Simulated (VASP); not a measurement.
# BaTlN (I4mm) in VASP: single point with PBE

Aim: the single point of BaTlN with PBE.

Program: VASP 6.6.1. These are calculated values, not measurements. Logs are shortened: lines on timing, memory, paths and dates and some standing lists are left out, and cuts for length are marked.

### 1 The cell of the first run

Symmetry: I4mm, No. 107, tetragonal system. Conventional cell: a = 5.086 Å, b = 5.086 Å, c = 8.020 Å, α = 90.00°, β = 90.00°, γ = 90.00°. Ba (site symmetry 4mm) has 1 N at 2.48 Å within 3.3 Å. Within 2.8 Å of Tl (site symmetry 4mm) lie 1 N at 2.10 Å. N (site symmetry 4mm) has 1 Tl at 2.10 Å and 1 Ba at 2.48 Å within 2.8 Å.

The cell was generated, and may not be a known phase.

### 2 Single point, PBE

File INCAR:

```
PREC     = Accurate       # precision mode
ENCUT    = 600            # plane-wave cutoff, eV
EDIFF    = 1E-6           # SCF threshold, eV
ISMEAR   = 0              # smearing method
SIGMA    = 0.15           # smearing width, eV
LREAL    = F              # projectors in reciprocal space
LASPH    = T              # aspherical terms in the spheres
NELM     = 120            # most SCF steps
ALGO     = Normal         # electronic algorithm
ISIF     = 2              # what is computed and relaxed
LWAVE    = F              # write WAVECAR
LCHARG   = F              # write CHGCAR
GGA      = PE             # functional
NBANDS   = 21             # bands
GGA_COMPAT= F
```

File KPOINTS:

```
regular mesh
0
Gamma
  4 4 4
```

File POSCAR:

```
BaTlN
1.0
   -2.5430943115      2.5430943115      4.0101012687
    2.5430943115     -2.5430943115      4.0101012687
    2.5430943115      2.5430943115     -4.0101012687
Ba Tl N
1 1 1
Direct
    0.2706623696      0.2706623696      0.0000000000
    0.7003999060      0.7003999060      0.0000000000
    0.9619654944      0.9619654944      0.0000000000
```

Potentials or basis: VASP PAW PBE potentials, release 64 (Ba_sv, Tl_d, N).

Started as:

```bash
cat potpaw_PBE.64/Ba_sv/POTCAR potpaw_PBE.64/Tl_d/POTCAR potpaw_PBE.64/N/POTCAR > POTCAR
mpirun -np 1 vasp_std > vasp.out
```

OUTCAR:

```text
PREC = Accurate
   ENCUT = 600
   EDIFF = 1E-6
   ISMEAR = 0
   LREAL = F
   LASPH = T
   NELM = 120
   ISIF = 2
   GGA = PE

 ion  position               nearest neighbor table
   1  0.271  0.271  0.000-   3 2.48   2 3.45   2 3.64   2 3.64   2 3.64   2 3.64
   2  0.700  0.700  0.000-   3 2.10   1 3.45   1 3.64   1 3.64   1 3.64   1 3.64
   3  0.962  0.962  0.000-   2 2.10   1 2.48

  LATTYP: Found a body centered tetragonal cell.
 ALAT       =     5.0861886230
 C/A-ratio  =     1.5768590455

  Lattice vectors:

 A1 = (  -2.5430943115,   2.5430943115,   4.0101012687)
 A2 = (   2.5430943115,  -2.5430943115,   4.0101012687)
 A3 = (   2.5430943115,   2.5430943115,  -4.0101012687)

Analysis of symmetry for initial positions (statically):
=====================================================================
 Subroutine PRICEL returns:
 Original cell was already a primitive cell.

 Routine SETGRP: Setting up the symmetry group for a
 body centered tetragonal supercell.

 Subroutine GETGRP returns: Found  8 space group operations
 (whereof  8 operations were pure point group operations)
 out of a pool of 16 trial point group operations.

The static configuration has the point symmetry C_4v.

Analysis of symmetry for dynamics (positions and initial velocities):
=====================================================================
 Subroutine PRICEL returns:
 Original cell was already a primitive cell.

 Routine SETGRP: Setting up the symmetry group for a
 body centered tetragonal supercell.

 Subroutine GETGRP returns: Found  8 space group operations
 (whereof  8 operations were pure point group operations)
 out of a pool of 16 trial point group operations.

The dynamic configuration has the point symmetry C_4v.

 Subroutine INISYM returns: Found  8 space group operations
 (whereof  8 operations are pure point group operations),
 and found     1 'primitive' translations

----------------------------------------------------------------------------------------

                                     Primitive cell

  volume of cell :     103.7386

  direct lattice vectors                    reciprocal lattice vectors
    -2.543094311  2.543094311  4.010101269     0.000000000  0.196610876  0.124685130
     2.543094311 -2.543094311  4.010101269     0.196610876  0.000000000  0.124685130
     2.543094311  2.543094311 -4.010101269     0.196610876  0.196610876  0.000000000

  length of vectors
     5.386610209  5.386610209  5.386610209     0.232813699  0.232813699  0.278049767

  position of ions in fractional coordinates (direct lattice)
     0.270662370  0.270662370  0.000000000
     0.700399906  0.700399906  0.000000000
     0.961965494  0.961965494  0.000000000

  ion indices of the primitive-cell ions
   primitive index   ion index
                 1           1
                 2           2
                 3           3

----------------------------------------------------------------------------------------

 KPOINTS: regular mesh

Automatic generation of k-mesh.
 Grid dimensions read from file:
 generate k-points for:    4    4    4

 Generating k-lattice:

  Cartesian coordinates                     Fractional coordinates (reciprocal lattice)
     0.000000000  0.049152719  0.031171283     0.250000000  0.000000000  0.000000000
     0.049152719  0.000000000  0.031171283     0.000000000  0.250000000  0.000000000
     0.049152719  0.049152719  0.000000000     0.000000000  0.000000000  0.250000000

  Length of vectors
     0.058203425  0.058203425  0.069512442

  Shift w.r.t. Gamma in fractional coordinates (k-lattice)
     0.000000000  0.000000000  0.000000000

 Subroutine IBZKPT returns following result:
 ===========================================

 Found     13 irreducible k-points:

 Following reciprocal coordinates:
            Coordinates               Weight
  0.000000  0.000000  0.000000      1.000000
  0.250000 -0.000000  0.000000      8.000000
  0.500000 -0.000000  0.000000      4.000000
  0.250000  0.250000  0.000000      8.000000
  0.500000  0.250000  0.000000     16.000000
 -0.250000  0.250000  0.000000      4.000000
  0.500000  0.500000  0.000000      2.000000
  0.250000  0.250000  0.250000      2.000000
 -0.250000  0.250000  0.250000      4.000000
  0.500000  0.500000  0.250000      4.000000
 -0.250000  0.500000  0.250000      8.000000
 -0.250000 -0.250000  0.250000      2.000000
  0.500000  0.500000  0.500000      1.000000
   k-points           NKPTS =     13   k-points in BZ     NKDIM =     13   number of bands    NBANDS=     21
   number of dos      NEDOS =    301   number of ions     NIONS =      3
   total plane-waves  NPLWV = 110592
   dimension x,y,z NGX =    48 NGY =   48 NGZ =   48
   dimension x,y,z NGXF=    96 NGYF=   96 NGZF=   96
   ions per type =               1   1   1
   NGX,Y,Z   is equivalent  to a cutoff of  14.81, 14.81, 14.81 a.u.
   NGXF,Y,Z  is equivalent  to a cutoff of  29.63, 29.63, 29.63 a.u.
 SYSTEM =  unknown system
   PREC   = accura    normal or accurate (medium, high low for compatibility)
   ISTART =      0    job   : 0-new  1-cont  2-samecut
   ICHARG =      2    charge: 1-file 2-atom 10-const
   ISPIN  =      1    spin polarized calculation?
   LNONCOLLINEAR =      F non collinear calculations
   LSORBIT =      F    spin-orbit coupling
   LASPH  =      T    aspherical Exc in radial PAW
   ENCUT  =  600.0 eV  44.10 Ry    6.64 a.u.  10.76 10.76 10.76*2*pi/ulx,y,z
   NELM   =    120;   NELMIN=  2; NELMDL= -5     # of ELM steps
   EDIFF  = 0.1E-05   stopping-criterion for ELM
   LREAL  =      F    real-space projection
   EDIFFG = 0.1E-04   stopping-criterion for IOM
   NSW    =      0    number of steps for IOM
   IBRION =     -1    ionic relax: 0-MD 1-quasi-New 2-CG
   NFREE  =      0    steps in history (QN), initial steepest desc. (CG)
   ISIF   =      2    stress and relaxation
   ISYM   =      2    0-nonsym 1-usesym 2-fastsym
   POTIM  = 0.5000    time-step for ionic-motion
   TEBEG  =    0.0;   TEEND  =   0.0 temperature during run
   PSTRESS=    0.0 pullay stress
   NELECT =      28.0000    total number of electrons
   NUPDOWN=      -1.0000    fix difference up-down
   EMIN   =  10.00;   EMAX   =-10.00  energy-range for DOS
   EFERMI =   0.00;   METHOD = LEGACY
   ISMEAR =     0;   SIGMA  =   0.15  broadening in eV -4-tet -1-fermi 0-gaus
   EFERMI_NEDOS =   21; number of points for ismear=-14 and -15
   IALGO  =     38    algorithm
   IMIX   =      4    mixing-type and parameters
     AMIX     =   0.40;   BMIX     =  1.00
     AMIX_MAG =   1.60;   BMIX_MAG =  1.00
  volume/ion in A,a.u.               =      34.58       233.35
  Fermi-wavevector in a.u.,A,eV,Ry     =   1.057988  1.999307 15.229527  1.119339
  Thomas-Fermi vector in A             =   2.193281
   LORBIT       =      0    0 simple, 1 ext, 2 COOP (PROOUT), +10 PAW based schemes
   GGA     = PE    functional components
   LHFCALC =     F    Hartree Fock is set to
   AEXX    =    0.0000 exact exchange contribution
   IVDW    =     0    specifies the selected vdW correction
   LEPSILON=     F    determine dielectric tensor
   LRPA    =     F    only Hartree local field effects (RPA)
 non-spin polarized calculation
 Gauss-broadening in eV      SIGMA  =   0.15
  energy-cutoff  :      600.00
  volume of cell :      103.74
 maximum number of plane-waves:      3494
 NGX is ok and might be reduce to    48
   NGX = 21   NGY = 21   NGZ = 21

 number of electron      28.0000000 magnetization

 Free energy of the ion-electron system (eV)
  ---------------------------------------------------
  ext. energy  EPLUGINS =         0.00000000
  ---------------------------------------------------
  free energy    TOTEN  =       -11.30586038 eV

  energy without entropy =      -11.30480865  energy(sigma->0) =      -11.30533452

 E-fermi :   2.3556     XC(G=0):  -8.1041

 val. band max:        2.0997171953   @ k =   0.2500   0.2500   0.2500
 cond. band min:       2.5869255931   @ k =  -0.2500   0.2500   0.2500
 fundamental gap:      0.4872083978
 Fermi energy:         2.3555829867

 k-point     1 :       0.0000    0.0000    0.0000
  band No.  band energies     occupation
      1     -25.6860      2.00000
      2     -11.4415      2.00000
      3     -10.9899      2.00000
      4     -10.9899      2.00000
      5     -10.4337      2.00000
      6      -9.1246      2.00000
[... 13 lines left out ...]
     20       7.9149      0.00000
     21       7.9150      0.00000

 k-point     2 :       0.2500   -0.0000    0.0000
  band No.  band energies     occupation
      1     -25.6831      2.00000
      2     -11.6033      2.00000
      3     -11.0496      2.00000
      4     -11.0171      2.00000
      5     -10.1914      2.00000
      6      -9.0822      2.00000
[... 13 lines left out ...]
     20       7.0557      0.00000
     21       8.1025      0.00000

 k-point     3 :       0.5000   -0.0000    0.0000
  band No.  band energies     occupation
      1     -25.6802      2.00000
      2     -11.7259      2.00000
      3     -11.1074      2.00000
      4     -11.0433      2.00000
      5      -9.9758      2.00000
      6      -9.0717      2.00000
[... 13 lines left out ...]
     20       6.6844      0.00000
     21       7.6071      0.00000

 k-point     4 :       0.2500    0.2500    0.0000
  band No.  band energies     occupation
      1     -25.6804      2.00000
      2     -11.7167      2.00000
      3     -11.0744      2.00000
      4     -11.0416      2.00000
      5      -9.9743      2.00000
      6      -9.0788      2.00000
[... 13 lines left out ...]
     20       7.1115      0.00000
     21       7.1837      0.00000

 k-point     5 :       0.5000    0.2500    0.0000
  band No.  band energies     occupation
      1     -25.6791      2.00000
      2     -11.6370      2.00000
      3     -11.0956      2.00000
      4     -11.0561      2.00000
      5     -10.1543      2.00000
      6      -9.0754      2.00000
[... 13 lines left out ...]
     20       6.6580      0.00000
     21       8.1288      0.00000

 k-point     6 :      -0.2500    0.2500    0.0000
  band No.  band energies     occupation
      1     -25.6818      2.00000
      2     -11.4982      2.00000
      3     -11.0787      2.00000
      4     -11.0244      2.00000
      5     -10.3836      2.00000
      6      -9.0799      2.00000
[... 13 lines left out ...]
     20       7.8620      0.00000
     21       8.5384      0.00000

 k-point     7 :       0.5000    0.5000    0.0000
  band No.  band energies     occupation
      1     -25.6780      2.00000
      2     -11.5321      2.00000
      3     -11.0949      2.00000
      4     -11.0551      2.00000
      5     -10.3383      2.00000
      6      -9.1117      2.00000
[... 13 lines left out ...]
     20       6.6938      0.00000
     21       6.8646      0.00000

 k-point     8 :       0.2500    0.2500    0.2500
  band No.  band energies     occupation
      1     -25.6779      2.00000
      2     -11.6989      2.00000
      3     -11.0758      2.00000
      4     -11.0758      2.00000
      5      -9.9743      2.00000
      6      -9.1104      2.00000
[... 13 lines left out ...]
     20       6.6938      0.00000
     21       6.7174      0.00000

 k-point     9 :      -0.2500    0.2500    0.2500
  band No.  band energies     occupation
      1     -25.6803      2.00000
      2     -11.5593      2.00000
      3     -11.1120      2.00000
      4     -11.0426      2.00000
      5     -10.3366      2.00000
      6      -9.0717      2.00000
[... 13 lines left out ...]
     20       7.3845      0.00000
     21       8.5154      0.00000

 k-point    10 :       0.5000    0.5000    0.2500
  band No.  band energies     occupation
      1     -25.6791      2.00000
      2     -11.5993      2.00000
      3     -11.0740      2.00000
      4     -11.0573      2.00000
      5     -10.2931      2.00000
      6      -9.0784      2.00000
[... 13 lines left out ...]
     20       6.5387      0.00000
     21       8.2100      0.00000

 k-point    11 :      -0.2500    0.5000    0.2500
  band No.  band energies     occupation
      1     -25.6804      2.00000
      2     -11.6877      2.00000
      3     -11.0663      2.00000
      4     -11.0296      2.00000
      5     -10.1165      2.00000
      6      -9.0845      2.00000
[... 13 lines left out ...]
     20       6.8055      0.00000
     21       7.6871      0.00000

 k-point    12 :      -0.2500   -0.2500    0.2500
  band No.  band energies     occupation
      1     -25.6832      2.00000
      2     -11.7182      2.00000
      3     -11.0034      2.00000
      4     -11.0034      2.00000
      5      -9.9716      2.00000
      6      -9.1222      2.00000
[... 13 lines left out ...]
     20       7.0204      0.00000
     21       7.0205      0.00000

 k-point    13 :       0.5000    0.5000    0.5000
  band No.  band energies     occupation
      1     -25.6805      2.00000
      2     -11.6508      2.00000
      3     -11.0154      2.00000
      4     -11.0154      2.00000
      5     -10.2508      2.00000
      6      -9.1197      2.00000
[... 13 lines left out ...]
     20       6.8040      0.00000
     21       6.8040      0.00000

------------------------ aborting loop because EDIFF is reached ----------------------------------------

  FORCE on cell =-STRESS in cart. coord.  units (eV):
  Direction    XX          YY          ZZ          XY          YZ          ZX
  --------------------------------------------------------------------------------------
  -------------------------------------------------------------------------------------
  Total        0.1119264      0.1119264      0.9659404      0.0000000     -0.0000000      0.0000000
  in kB        1.7286330      1.7286330     14.9183448      0.0000000     -0.0000000      0.0000000
  external PRESSURE =       6.1252036 kB  Pullay stress =       0.0000000 kB

 VOLUME and BASIS-vectors are now :
 -----------------------------------------------------------------------------
  energy-cutoff  :      600.00
  volume of cell :      103.74
      direct lattice vectors                 reciprocal lattice vectors
    -2.543094311  2.543094311  4.010101269     0.000000000  0.196610876  0.124685130
     2.543094311 -2.543094311  4.010101269     0.196610876  0.000000000  0.124685130
     2.543094311  2.543094311 -4.010101269     0.196610876  0.196610876  0.000000000

 POSITION                                       TOTAL-FORCE (eV/Angst)
 -----------------------------------------------------------------------------------
      0.00000      0.00000      2.17077        -0.000000     -0.000000      0.282956
      0.00000      0.00000      5.61735        -0.000000     -0.000000     -0.003562
      0.00000      0.00000      7.71516         0.000000      0.000000     -0.279394
 -----------------------------------------------------------------------------------
    total drift:                                0.000000      0.000000      0.000117

  FREE ENERGIE OF THE ION-ELECTRON SYSTEM (eV)
  ---------------------------------------------------
  free  energy   TOTEN  =       -11.3058603839 eV

  energy  without entropy=      -11.3048086518  energy(sigma->0) =      -11.30533452
```

Wall time 42 s (1 thread of Intel Xeon Platinum 8375C at 2.90GHz (Ice Lake), shared host); peak memory 0.34 GiB.

Results:

| Property | Result |
| --- | --- |
| Free energy | -11.3059 eV |
| Pressure | 0.6 GPa |
| Largest force | 0.283 eV/Å |
| Band gap on the k mesh | 0.49 eV (least direct gap 0.89 eV) |

Forces in eV/Å, atoms in the order of the input:
```
Ba   0.000  0.000  0.283
Tl   0.000  0.000 -0.004
N    0.000  0.000 -0.279
```

Levels at points of the mesh, in eV from the valence-band top:
```tsv
k point	band 10	band 11	band 12	band 13	band 14	band 15	band 16	band 17	band 18	band 19
(0.00, 0.00, 0.00)	-9.98	-5.29	-1.54	-0.77	-0.77	1.99	1.99	2.21	3.10	3.53
(0.50, 0.00, 0.00)	-10.04	-5.42	-1.72	-1.09	-0.06	0.83	1.70	3.21	4.05	4.37
(0.50, 0.50, 0.00)	-9.93	-5.07	-1.46	-1.17	-1.09	0.83	2.34	3.91	4.24	4.57
(0.50, 0.50, 0.50)	-9.96	-5.31	-1.08	-0.92	-0.92	1.42	2.50	3.34	3.34	3.94
```

Caveat: spin-orbit coupling is left out, which moves the levels of the heavy elements.
